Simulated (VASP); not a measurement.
Input of a VASP 6.6.1 run:

File INCAR:

```
SYSTEM = TiO2
PREC = Accurate
ENCUT = 520
EDIFF = 1E-6
ISMEAR = -1
SIGMA = 0.05
LREAL = .False.
LASPH = .True.
NELM = 80
ALGO = Normal
ISIF = 2
LWAVE = .False.
LCHARG = .False.
NBANDS = 19
```

Contents of KPOINTS:

```
regular mesh
0
Gamma
  10 10 10
  0 0 0
```

File POSCAR:

```
TiO2
1.0
    1.5072475912      0.8702098024      7.0277811357
   -1.5072475912      0.8702098024      7.0277811357
    0.0000000000     -1.7404196050      7.0277811357
Ti O
1 2
Direct
    0.0000000000      0.0000000000      0.0000000000
    0.3795330000      0.3795330000      0.3795330000
    0.6204670000      0.6204670000      0.6204670000
```

Potentials or basis: VASP PAW LDA potentials, release 64 (Ti_sv, O).

Launch:

```console
$ cat potpaw_LDA.64/Ti_sv/POTCAR potpaw_LDA.64/O/POTCAR > POTCAR
$ mpirun -np 1 vasp_std > vasp.out
```

Problem. Predict the band gap on the k mesh.

Solution. 2.53 eV, indirect (least direct gap 2.72 eV).

Problem. What does it give for the largest force?

Solution. 1.013 eV/Å.

Problem. What does it give for the pressure?

Solution. -9.1 GPa.

Stress tensor (GPa, compression positive):
```
-10.68   0.00   0.00
  0.00 -10.68   0.00
  0.00   0.00  -5.88
```

Caveat: forces of over 1 eV/Å act on the atoms, so gaps and moduli don't describe the material at rest. A k mesh can miss the band edges.
